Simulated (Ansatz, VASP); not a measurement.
ZnSe: VASP beside Ansatz

```
CELL_PARAMETERS angstrom
0.00000 -2.83380 -2.83380
0.00000 2.83380 -2.83380
5.66760 0.00000 0.00000
ATOMIC_POSITIONS crystal
Zn 0.50000 0.50000 0.48677
Zn 0.00000 0.00000 0.01323
Se 0.00000 0.50000 0.25000
Se 0.50000 0.00000 0.75000
```

Change from the starting cell: mode 7 (199.6 1/cm) frozen in, largest displacement +0.075 Å.

Alike in both runs: task single point; functional r2SCAN; k mesh 8 × 8 × 6; occupations gaussian, width 0.05 eV; no spin polarisation.

```csv
,VASP,Ansatz
version,VASP 6.6.1,Ansatz 0.2.0
potentials or method,"VASP PAW PBE potentials, release 64 (Zn, Se), cutoff 520 eV","scalar-relativistic, plane waves, PAW"
valence electrons in the cell,36,56
```

|  | VASP | Ansatz | Ansatz less VASP |
| --- | --- | --- | --- |
| gap on the k mesh at the Fermi level (eV) | 1.82 | 1.81 | -0.003 |
| least direct gap on the mesh (eV) | 1.82 | 1.81 | -0.003 |
| pressure (GPa) | 0.2 | 0.1 | -0.13 |
| traceless stress, the component that is largest in VASP (GPa) | -0.20 | -0.21 | -0.013 |
| rms of the force components (eV/Å) | 0.294 | 0.292 | -0.0017 |

VASP's potentials were made for PBE, not for r2SCAN. Atom by atom the forces differ by 0.002 eV/Å (rms over components). VASP's potentials hold 36 valence electrons a cell and Ansatz's 56, so a difference there can come from the potentials and not from the codes.
